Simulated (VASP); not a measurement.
A run of VASP 6.6.1:

INCAR

```
PREC = Accurate ; ENCUT = 520
EDIFF = 1E-6 ; ISMEAR = -1
SIGMA = 0.1 ; LREAL = False
LASPH = True ; NELM = 100
ALGO = Normal ; ISIF = 2
LWAVE = False ; LCHARG = False
GGA = RE ; NBANDS = 20
```

The input KPOINTS:

```
regular mesh
0
Gamma
  12 12 7
```

File POSCAR:

```
In
1.0
    3.5308209896      0.0000000000      0.0000000000
   -1.7654104948      3.0577806733      0.0000000000
    0.0000000000      0.0000000000      5.7309638479
In
2
Direct
    0.3333333333      0.6666666667      0.2500000000
    0.6666666667      0.3333333333      0.7500000000
```

Potentials or basis: VASP PAW PBE potentials, release 64 (In_d).

Launch:

```sh
$ cat potpaw_PBE.64/In_d/POTCAR > POTCAR
$ mpirun -np 1 vasp_std > vasp.out
```

Hardware: 1 thread of Intel Xeon 8259CL, on a shared host.

How long does it take, and how much memory?

Wall time 120 s on 1 thread of Intel Xeon 8259CL, with other jobs on the host, peak memory 0.23 GiB. Counts: scf iterations 11, k points 76.
